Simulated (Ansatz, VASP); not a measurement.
## Al2O3 in VASP and in Ansatz

The input INCAR:

```
SYSTEM = Al2O3
PREC = Accurate
ENCUT = 520
EDIFF = 1E-6
ISMEAR = 0
SIGMA = 0.05
LREAL = .False.
LASPH = .True.
NELM = 60
ALGO = Normal
ISIF = 2
LWAVE = .False.
LCHARG = .True.
LELF = .True.
LVHAR = .True.
NBANDS = 35
```

Contents of KPOINTS:

```
Automatic mesh
0
Gamma
  6 4 8
  0 0 0
```

Contents of POSCAR:

```
Al2O3
1.0
    4.5925857122      0.0000000000      0.0000000000
    0.0000000000      9.5731211374      0.0000000000
    0.0000000000      0.0000000000      2.8556043873
Al O
4 6
Direct
    0.4138788494      0.3309999366      0.5000000000
    0.5861211506      0.6690000634      0.5000000000
    0.9138788494      0.1690000634      0.0000000000
    0.0861211506      0.8309999366      0.0000000000
    0.7315554251      0.2226862107      0.5000000000
    0.0000000000      0.0000000000      0.0000000000
    0.7684445749      0.7226862107      0.0000000000
    0.2315554251      0.2773137893      0.0000000000
    0.2684445749      0.7773137893      0.5000000000
    0.5000000000      0.5000000000      0.5000000000
```

Input for Ansatz:

```yaml
crystal:
  lattice:
    - [4.5925857122, 0.0, 0.0]
    - [0.0, 9.5731211374, 0.0]
    - [0.0, 0.0, 2.8556043873]
  atoms:
    - { symbol: Al, position: [0.4138788494, 0.3309999366, 0.5] }
    - { symbol: Al, position: [0.5861211506, 0.6690000634, 0.5] }
    - { symbol: Al, position: [0.9138788494, 0.1690000634, 0.0] }
    - { symbol: Al, position: [0.0861211506, 0.8309999366, 0.0] }
    - { symbol: O, position: [0.7315554251, 0.2226862107, 0.5] }
    - { symbol: O, position: [0.0, 0.0, 0.0] }
    - { symbol: O, position: [0.7684445749, 0.7226862107, 0.0] }
    - { symbol: O, position: [0.2315554251, 0.2773137893, 0.0] }
    - { symbol: O, position: [0.2684445749, 0.7773137893, 0.5] }
    - { symbol: O, position: [0.5, 0.5, 0.5] }
basis:
  ecutwfc: 420
kpoints:
  mp_grid: { grid: [6, 4, 8] }
hamiltonian:
  xc: lda
scf:
  occupations: { method: gaussian, width: 0.05 }
output:
  forces: true
  stress: true
  eigenvalues: true
```

Change from the starting cell: strain +0.000 along x and y, -0.040 along z, atoms carried along.

Alike in both runs: task single point; functional LDA; k mesh 6 × 4 × 8; occupations gaussian, width 0.05 eV; no spin polarisation.

```csv
,VASP,Ansatz
version,VASP 6.6.1,Ansatz 0.2.0
potentials or method,"VASP PAW LDA potentials, release 64 (Al, O), cutoff 520 eV","scalar-relativistic, plane waves, PAW"
valence electrons in the cell,48,48
```

```tsv
	VASP	Ansatz	Ansatz less VASP
gap on the k mesh at the Fermi level (eV)	3.42	3.43	+0.007
least direct gap on the mesh (eV)	3.42	3.43	+0.007
pressure (GPa)	8.1	7.0	-1.09
traceless stress, the component that is largest in VASP (GPa)	8.66	8.66	+0.001
rms of the force components (eV/Å)	0.387	0.382	-0.0056
```

LDA's correlation is that of Perdew and Zunger in VASP and of Perdew and Wang (1992) in Ansatz. Atom by atom the forces differ by 0.032 eV/Å (rms over components).
